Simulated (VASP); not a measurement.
Set up this calculation in VASP 6.6.1, as the native input.

| Quantity | Value |
| --- | --- |
| Task | single point |
| Functional | PBEsol |
| Potentials or basis | VASP PAW PBE potentials, release 64 (Ta_pv, Si) |
| Cutoff | 520 eV |
| k mesh | 12 × 12 × 12 |
| Occupations | gaussian, width 0.15 eV |
| Spin | no spin polarisation |
| Dipole correction | no |
| Further INCAR settings | ALGO = Fast; EDIFF = 1e-07; NBANDS = 35 |

The structure of Ta2Si lies in POSCAR:

```
Ta2Si
1.0
   -3.3138468571      3.3138468571      2.5198993614
    3.3138468571     -3.3138468571      2.5198993614
    3.3138468571      3.3138468571     -2.5198993614
Ta Si
4 2
Direct
    0.6630661939      0.8369338061      0.5000000000
    0.8369338061      0.3369338061      0.1738676123
    0.3369338061      0.1630661939      0.5000000000
    0.1630661939      0.6630661939      0.8261323878
    0.2500000000      0.2500000000      0.0000000000
    0.7500000000      0.7500000000      0.0000000000
```

This cell differs from its parent crystal: strain +0.080 along x and y, +0.000 along z.

These files were run (other wordings do the same):

INCAR

```
PREC     = Accurate       # precision mode
ENCUT    = 520            # plane-wave cutoff, eV
EDIFF    = 1E-7           # SCF threshold, eV
ISMEAR   = 0              # smearing method
SIGMA    = 0.15           # smearing width, eV
LREAL    = F              # projectors in reciprocal space
LASPH    = T              # aspherical terms in the spheres
NELM     = 80             # most SCF steps
ALGO     = Fast           # electronic algorithm
ISIF     = 2              # what is computed and relaxed
LWAVE    = F              # write WAVECAR
LCHARG   = T              # write CHGCAR
GGA      = PS             # functional
LELF     = T              # ELF
LVHAR    = T            
NBANDS   = 35             # bands
```

KPOINTS

```
regular mesh
0
Gamma
  12 12 12
```

Potentials or basis: VASP PAW PBE potentials, release 64 (Ta_pv, Si).

The run is started by

```bash
$ cat potpaw_PBE.64/Ta_pv/POTCAR potpaw_PBE.64/Si/POTCAR > POTCAR
$ mpirun -np 1 vasp_std > vasp.out
```

Results of the run:

```json
{
 "Pressure": "-25.1 GPa",
 "Largest force": "0.252 eV/Å",
 "Band gap on the k mesh": "zero (bands 26 and 27 overlap by 1.18 eV)"
}
```

Caveat: the cell differs from its parent crystal (strain +0.080 along x and y, +0.000 along z); the cell stands under tension; the PAW data sets were made with another functional, which shifts forces and pressure a little; spin-orbit coupling is left out, which moves the levels of the heavy elements.

It took 9.3 min on 1 thread of AMD EPYC 9R45 96-Core Processor (Zen 5), on a shared host, peak memory 0.57 GiB.
